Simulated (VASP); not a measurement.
# FeO (P-1) in VASP: single point with PBE+U

Aim: the single point of FeO with PBE+U.

Program: VASP 6.6.1. These are calculated values, not measurements. Logs are shortened: lines on timing, memory, paths and dates and some standing lists are left out, and cuts for length are marked.

## 1. The cell of the first run

The typed cell holds 4 atoms: a = 3.222 Å, b = 3.259 Å, c = 5.574 Å, α = 87.04°, β = 88.50°, γ = 60.44°.

## 2. Single point, PBE+U

Contents of INCAR:

```
ALGO = Normal
EDIFF = 1E-6
ENCUT = 520
GGA = PE
ISIF = 2
ISMEAR = 0
LASPH = T
LCHARG = F
LDAU = T
LDAUJ = 0 0
LDAUL = 2 -1
LDAUPRINT = 1
LDAUTYPE = 2
LDAUU = 5.3 0
LMAXMIX = 4
LREAL = F
LWAVE = F
NBANDS = 22
NELM = 150
PREC = Accurate
SIGMA = 0.02
```

Contents of KPOINTS:

```
k-points
0
Gamma
  10 10 6
```

Contents of POSCAR:

```
FeO
1.0
    3.2217955069      0.0000000000      0.0000000000
    1.6079017791      2.8345089372      0.0000000000
    0.1460411188      0.2477535908      5.5664204293
Fe O
2 2
Direct
    0.5000000000      0.5000000000      0.0000000000
    0.5000000000      0.5000000000      0.5000000000
    0.1637630000      0.1709330000      0.2557010000
    0.8362370000      0.8290670000      0.7442990000
```

Potentials or basis: VASP PAW PBE potentials, release 64 (Fe, O).

On the command line:

```bash
$ cat potpaw_PBE.64/Fe/POTCAR potpaw_PBE.64/O/POTCAR > POTCAR
$ mpirun -np 1 vasp_std > vasp.out
```

OUTCAR:

```text
EDIFF = 1E-6
   ENCUT = 520
   GGA = PE
   ISIF = 2
   ISMEAR = 0
   LASPH = T
   LREAL = F
   NELM = 150
   PREC = Accurate

 ion  position               nearest neighbor table
   1  0.500  0.500  0.000-   3 2.29   4 2.29   3 2.34   4 2.34   4 2.43   3 2.43   2 2.79   2 2.79

   2  0.500  0.500  0.500-   3 2.29   4 2.29   3 2.30   4 2.30   3 2.36   4 2.36   1 2.79   1 2.79

   3  0.164  0.171  0.256-   2 2.29   1 2.29   2 2.30   1 2.34   2 2.36   1 2.43
   4  0.836  0.829  0.744-   2 2.29   1 2.29   2 2.30   1 2.34   2 2.36   1 2.43

  LATTYP: Found a triclinic cell.
 ALAT       =     3.2588017808
 B/A-ratio  =     0.9886442084
 C/A-ratio  =     1.7103970140
 COS(alpha) =     0.0262011454
 COS(beta)  =     0.0515897754
 COS(gamma) =     0.4934027558

  Lattice vectors:

 A1 = (  -1.6079017791,  -2.8345089372,   0.0000000000)
 A2 = (  -3.2217955069,   0.0000000000,   0.0000000000)
 A3 = (  -0.1460411188,  -0.2477535908,  -5.5664204293)

Analysis of symmetry for initial positions (statically):
=====================================================================
 Subroutine PRICEL returns:
 Original cell was already a primitive cell.

 Routine SETGRP: Setting up the symmetry group for a
 triclinic supercell.

 Subroutine GETGRP returns: Found  2 space group operations
 (whereof  2 operations were pure point group operations)
 out of a pool of  2 trial point group operations.

The static configuration has the point symmetry S_2 .

Analysis of symmetry for dynamics (positions and initial velocities):
=====================================================================
 Subroutine PRICEL returns:
 Original cell was already a primitive cell.

 Routine SETGRP: Setting up the symmetry group for a
 triclinic supercell.

 Subroutine GETGRP returns: Found  2 space group operations
 (whereof  2 operations were pure point group operations)
[... 183 lines left out ...]
 onsite density matrix

spin component  1

  0.6566 -0.0077  0.0115 -0.4132 -0.0156
 -0.0077  0.3694  0.0187  0.0120 -0.3957
  0.0115  0.0187  0.9605  0.0144  0.0132
 -0.4132  0.0120  0.0144  0.4020 -0.0062
 -0.0156 -0.3957  0.0132 -0.0062  0.6972

spin component  2

  0.6566 -0.0077  0.0115 -0.4132 -0.0156
 -0.0077  0.3694  0.0187  0.0120 -0.3957
  0.0115  0.0187  0.9605  0.0144  0.0132
 -0.4132  0.0120  0.0144  0.4020 -0.0062
 -0.0156 -0.3957  0.0132 -0.0062  0.6972

 occupancies and eigenvectors

  o =  0.0945  v =  0.5506  0.3218 -0.0300  0.7333  0.2337  0.0000  0.0000  0.0000  0.0000  0.0000      0.0000  0.0000  0.0000  0.0000  0.0000  0.0000  0.0000  0.0000  0.0000  0.0000
  o =  0.0945  v =  0.0000  0.0000  0.0000  0.0000  0.0000  0.5506  0.3218 -0.0300  0.7333  0.2337      0.0000  0.0000  0.0000  0.0000  0.0000  0.0000  0.0000  0.0000  0.0000  0.0000
  o =  0.1059  v = -0.2226  0.7663 -0.0160 -0.3304  0.5038  0.0000  0.0000  0.0000  0.0000  0.0000      0.0000  0.0000  0.0000  0.0000  0.0000  0.0000  0.0000  0.0000  0.0000  0.0000
  o =  0.1059  v =  0.0000  0.0000  0.0000  0.0000  0.0000 -0.2226  0.7663 -0.0160 -0.3304  0.5038      0.0000  0.0000  0.0000  0.0000  0.0000  0.0000  0.0000  0.0000  0.0000  0.0000
  o =  0.9612  v =  0.0000  0.0000  0.0000  0.0000  0.0000  0.2777 -0.2374 -0.8483 -0.2355  0.3025      0.0000  0.0000  0.0000  0.0000  0.0000  0.0000  0.0000  0.0000  0.0000  0.0000
  o =  0.9612  v =  0.2777 -0.2374 -0.8483 -0.2355  0.3025  0.0000  0.0000  0.0000  0.0000  0.0000      0.0000  0.0000  0.0000  0.0000  0.0000  0.0000  0.0000  0.0000  0.0000  0.0000
  o =  0.9618  v = -0.5237 -0.4123  0.0695  0.3723  0.6421  0.0000  0.0000  0.0000  0.0000  0.0000      0.0000  0.0000  0.0000  0.0000  0.0000  0.0000  0.0000  0.0000  0.0000  0.0000
  o =  0.9618  v =  0.0000  0.0000  0.0000  0.0000  0.0000 -0.5237 -0.4123  0.0695  0.3723  0.6421      0.0000  0.0000  0.0000  0.0000  0.0000  0.0000  0.0000  0.0000  0.0000  0.0000
  o =  0.9622  v =  0.0000  0.0000  0.0000  0.0000  0.0000 -0.5440  0.2879 -0.5239  0.3987 -0.4333      0.0000  0.0000  0.0000  0.0000  0.0000  0.0000  0.0000  0.0000  0.0000  0.0000
  o =  0.9622  v = -0.5440  0.2879 -0.5239  0.3987 -0.4333  0.0000  0.0000  0.0000  0.0000  0.0000      0.0000  0.0000  0.0000  0.0000  0.0000  0.0000  0.0000  0.0000  0.0000  0.0000

 number of electron      28.0000041 magnetization

 Free energy of the ion-electron system (eV)
  ---------------------------------------------------
  ext. energy  EPLUGINS =         0.00000000
  ---------------------------------------------------
  free energy    TOTEN  =       -20.54365722 eV

  energy without entropy =      -20.54365722  energy(sigma->0) =      -20.54365722

 E-fermi :   1.0807     XC(G=0): -10.8228

 val. band max:        0.9753920564   @ k =  -0.1000   0.1000  -0.0000
 cond. band min:       3.2439140928   @ k =   0.0000   0.0000   0.0000
 fundamental gap:      2.2685220364
 Fermi energy:         1.0806975928

 k-point     1 :       0.0000    0.0000    0.0000
  band No.  band energies     occupation
      1     -15.1852      2.00000
      2     -14.5846      2.00000
      3      -3.2169      2.00000
      4      -1.4003      2.00000
      5      -0.9030      2.00000
      6      -0.8196      2.00000
[... 589 lines left out ...]
     21      10.6356      0.00000
     22      11.9176      0.00000

 [... further k-points ...]

------------------------ aborting loop because EDIFF is reached ----------------------------------------

  FORCE on cell =-STRESS in cart. coord.  units (eV):
  Direction    XX          YY          ZZ          XY          YZ          ZX
  --------------------------------------------------------------------------------------
  -------------------------------------------------------------------------------------
  Total       -9.6732107     -9.8976068    -11.1785771      0.0517342     -0.1230718     -0.1231772
  in kB     -304.8803417   -311.9528611   -352.3264928      1.6305584     -3.8789792     -3.8823006
  external PRESSURE =    -323.0532319 kB  Pullay stress =       0.0000000 kB

 VOLUME and BASIS-vectors are now :
 -----------------------------------------------------------------------------
  energy-cutoff  :      520.00
  volume of cell :       50.83
      direct lattice vectors                 reciprocal lattice vectors
     3.221795507  0.000000000  0.000000000     0.310385932 -0.176069331 -0.000306714
     1.607901779  2.834508937  0.000000000     0.000000000  0.352794795 -0.015702403
     0.146041119  0.247753591  5.566420429     0.000000000  0.000000000  0.179648665

 POSITION                                       TOTAL-FORCE (eV/Angst)
 -----------------------------------------------------------------------------------
      2.41485      1.41725      0.00000        -0.000000     -0.000000      0.000000
      2.48787      1.54113      2.78321        -0.000000     -0.000000      0.000000
      0.83980      0.54786      1.42334         0.012751      0.042275     -0.196331
      4.13594      2.53440      4.14308        -0.012751     -0.042275      0.196331
 -----------------------------------------------------------------------------------
    total drift:                                0.000000     -0.000000      0.000000

  FREE ENERGIE OF THE ION-ELECTRON SYSTEM (eV)
  ---------------------------------------------------
  free  energy   TOTEN  =       -20.5436572209 eV

  energy  without entropy=      -20.5436572209  energy(sigma->0) =      -20.54365722
```

OSZICAR:

```text
N       E                     dE             d eps       ncg     rms          rms(c)
DAV:   1     0.246406143890E+03    0.24641E+03   -0.13153E+04 13384   0.145E+03
DAV:   2     0.135465601738E+02   -0.23286E+03   -0.21661E+03 13706   0.323E+02
DAV:   3    -0.165783120047E+02   -0.30125E+02   -0.27972E+02 16678   0.128E+02
[... 17 lines left out ...]
DAV:  21    -0.205436477094E+02   -0.37542E-05   -0.12271E-05 14896   0.293E-02    0.470E-03
DAV:  22    -0.205436513610E+02   -0.36516E-05   -0.15137E-05 10980   0.395E-02    0.304E-03
DAV:  23    -0.205436555982E+02   -0.42372E-05   -0.36291E-05 20876   0.565E-02    0.487E-03
DAV:  24    -0.205436568811E+02   -0.12829E-05   -0.20942E-05 11876   0.425E-02    0.377E-03
DAV:  25    -0.205436572209E+02   -0.33981E-06   -0.32503E-06 11142   0.192E-02
   1 F= -.20543657E+02 E0= -.20543657E+02  d E =-.355252E-16
```

stdout:

```text
POSCAR found type information on POSCAR FeO
 POSCAR found :  2 types and       4 ions
 scaLAPACK will be used
 LDA part: xc-table for (Slater+PW92), standard interpolation
 POSCAR, INCAR and KPOINTS ok, starting setup
 FFT: planning ... GRIDC
 FFT: planning ... GRID_SOFT
 FFT: planning ... GRID
 WAVECAR not read
 entering main loop
```

Wall time 9.7 min (1 thread of Intel Xeon 8259CL, shared host); peak memory 0.4 GiB.

Results:

```yaml
Free_energy: -20.5437 eV
Pressure: -32.3 GPa
Largest_force: 0.201 eV/Å
Band_gap_on_the_k_mesh: 2.27 eV (least direct gap 2.28 eV)
```

Forces on the atoms (eV/Å):
```
Fe   0.000  0.000  0.000
Fe   0.000  0.000  0.000
O    0.013  0.042 -0.196
O   -0.013 -0.042  0.196
```

Eigenvalues of the final occupation matrices:
```
    site  spin  trace               eigenvalues
site 1 d     1   3.08  0.09 0.11 0.96 0.96 0.96
site 1 d     2   3.08  0.09 0.11 0.96 0.96 0.96
site 2 d     1   3.09  0.09 0.11 0.96 0.96 0.96
site 2 d     2   3.09  0.09 0.11 0.96 0.96 0.96
```

Caveat: the cell stands under tension; the run has no spin polarisation, though such a crystal can be magnetic.
